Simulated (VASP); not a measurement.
# HfN: single point with r2SCAN

The system is HfN.

```
Hf N
1.0
     3.07120    0.00000    0.00000
    -1.53560    2.65974    0.00000
     0.00000    0.00000    5.33365
Hf N
2 2
Direct
  0.66667 0.33333 0.75000
  0.33333 0.66667 0.25000
  0.00000 0.00000 0.00000
  0.00000 0.00000 0.50000
```

```yaml
Program: VASP 6.6.1
Task: single point
Functional: r2SCAN
Potentials_or_basis: VASP PAW PBE potentials, release 64 (Hf_pv, N)
Cutoff: 520 eV
k_mesh: 6 × 6 × 3
Occupations: methfessel-paxton, width 0.05 eV
Spin: no spin polarisation
Dipole_correction: no
Further_INCAR_settings: ALGO = Normal; EDIFF = 1e-06; NBANDS = 23
```

The pressure is 17.3 GPa and the band gap on the k mesh is zero (band 15 reaches 9.81 eV, above the bottom of band 16 at 8.60 eV).

Stress tensor (GPa, compression positive):
```
17.11  0.00  0.00
 0.00 17.11  0.00
 0.00  0.00 17.63
```

Levels at points of the mesh, in eV from the Fermi level:
```
           k point  band 12  band 13  band 14  band 15  band 16  band 17  band 18  band 19
(0.00, 0.00, 0.00)    -4.32    -4.32    -2.32    -0.85     0.61     0.61     1.33     1.91
(0.50, 0.00, 0.00)    -6.34    -3.88    -3.30    -3.06     2.37     2.90     4.78     4.85
```

Wall time 58 s on 1 thread of AMD EPYC 7R13, on a shared host, peak memory 0.17 GiB.

Caveat: the k points lie up to 0.39 Å⁻¹ apart; the PAW data sets were made with another functional, which shifts forces and pressure a little; spin-orbit coupling is left out, which moves the levels of the heavy elements.
